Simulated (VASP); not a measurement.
A run of VASP 6.6.1 is set up as follows.

File INCAR:

```
SYSTEM = Mg
  PREC = Accurate
  ENCUT = 600
  EDIFF = 1E-7
  ISMEAR = 0
  SIGMA = 0.1
  LREAL = .FALSE.
  LASPH = .TRUE.
  NELM = 80
  ALGO = Normal
  ISIF = 3
  LWAVE = .FALSE.
  LCHARG = .FALSE.
  GGA = PS
  IBRION = 2
  NSW = 80
  EDIFFG = -0.01
```

The input KPOINTS:

```
regular mesh
0
G
  16 16 16
  0 0 0
```

POSCAR

```
Mg
1.0
   -1.7791764875      1.7791764875      1.7791764875
    1.7791764875     -1.7791764875      1.7791764875
    1.7791764875      1.7791764875     -1.7791764875
Mg
1
Direct
    0.0000000000      0.0000000000      0.0000000000
```

Potentials or basis: VASP PAW PBE potentials, release 64 (Mg).

Run with:

```sh
$ cat potpaw_PBE.64/Mg/POTCAR > POTCAR
$ mpirun -np 1 vasp_std > vasp.out
```

Problem. What does it give for the relaxed cell?

Solution. a = 3.079 Å, b = 3.079 Å, c = 3.079 Å, α = 109.47°, β = 109.47°, γ = 109.47°.

Problem. Estimate the band gap on the k mesh.

Solution. Zero (band 1 reaches 6.63 eV, above the bottom of band 2 at 1.81 eV).

Problem. Estimate the space group after relaxing (to 0.05 Å).

Solution. Im-3m (No. 229).

Final structure:
```cif
data_structure
_symmetry_space_group_name_H-M 'P 1'
_symmetry_Int_Tables_number 1
_cell_length_a 3.0795
_cell_length_b 3.0795
_cell_length_c 3.0795
_cell_angle_alpha 109.471
_cell_angle_beta 109.471
_cell_angle_gamma 109.471
_cell_volume 22.48
loop_
_atom_site_label
_atom_site_type_symbol
_atom_site_fract_x
_atom_site_fract_y
_atom_site_fract_z
_atom_site_occupancy
Mg1 Mg 0.00000 0.00000 0.00000 1
```
